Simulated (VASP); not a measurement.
A run of VASP 6.6.1:

File INCAR:

```
PREC = Accurate
ENCUT = 500
EDIFF = 1E-6
ISMEAR = 0
SIGMA = 0.1
LREAL = F
LASPH = T
NELM = 120
ALGO = Normal
ISIF = 2
LWAVE = F
LCHARG = T
GGA = PE
LELF = T
LVHAR = T
NBANDS = 58
GGA_COMPAT = F
```

KPOINTS

```
Automatic mesh
0
Gamma
  4 4 4
```

Contents of POSCAR:

```
Ba3Ta5
1.0
   -3.6114128800      3.6114128800      3.6114128800
    3.6114128800     -3.6114128800      3.6114128800
    3.6114128800      3.6114128800     -3.6114128800
Ba Ta
3 5
Direct
    0.0000000000      0.5000000000      0.5000000000
    0.5000000000      0.5000000000      0.0000000000
    0.5000000000      0.0000000000      0.5000000000
    0.0000000000      0.0000000000      0.0000000000
    0.0000000000      0.0000000000      0.5000000000
    0.0000000000      0.5000000000      0.0000000000
    0.5000000000      0.0000000000      0.0000000000
    0.5000000000      0.5000000000      0.5000000000
```

Potentials or basis: VASP PAW PBE potentials, release 64 (Ba_sv, Ta_sv_GW).

Run with:

```sh
$ cat potpaw_PBE.64/Ba_sv/POTCAR potpaw_PBE.64/Ta_sv_GW/POTCAR > POTCAR
$ mpirun -np 1 vasp_std > vasp.out
```

Hardware: 1 thread of AMD EPYC 7R43 64-Core Processor (Zen 3), with other jobs on the host.

Question: Estimate the wall time of this run.

Answer: Run time: 5.1 min on 1 thread of AMD EPYC 7R43 64-Core Processor (Zen 3), with other jobs on the host, peak memory 0.31 GiB. Counts: scf iterations 21, k points 8.
